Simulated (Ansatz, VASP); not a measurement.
**One calculation of HfWS4, two programs**

```xyz
6
Lattice="4.3068 0.0000 0.0000 -2.1534 3.7298 0.0000 0.0000 0.0000 5.9195" Properties=species:S:1:pos:R:3 pbc="T T T"
Hf    0.0000    0.0000    2.9598
W     0.0000    0.0000    0.0000
S     0.0000    2.4865    4.5096
S     0.0000    2.4865    1.4099
S     2.1534    1.2433    4.5096
S     2.1534    1.2433    1.4099
```

Change from the starting cell: species swapped into the NbVB4 type (P6/mmm, No. 191).

Alike in both runs: functional PBE; k mesh 6 × 6 × 4; occupations gaussian, width 0.1 eV; no spin polarisation.

Ansatz relaxed the structure, and its values are those at the end. VASP's run is a single point on that final structure, the one shown.

|  | VASP | Ansatz |
| --- | --- | --- |
| version | VASP 6.6.1 | Ansatz 0.2.0 |
| potentials or method | VASP PAW PBE potentials, release 64 (Hf_pv, W_sv, S), cutoff 520 eV | scalar-relativistic, plane waves, PAW |
| valence electrons in the cell | 48 | 64 |

Ansatz gave:

* gap on the k mesh at the Fermi level (eV): none
* pressure (GPa): -0.1
* rms of the force components (eV/Å): 0.001

What did VASP give for the same quantities?

gap on the k mesh at the Fermi level (eV): none; pressure (GPa): -0.6; rms of the force components (eV/Å): 0.016.

A gap of «none» marks a metal or a gap that the smearing closes. The functional is the same, so the differences come from potentials, cutoffs and numerics. VASP's potentials hold 48 valence electrons a cell and Ansatz's 64, so a difference there can come from the potentials and not from the codes.

Spin-orbit coupling is off throughout.
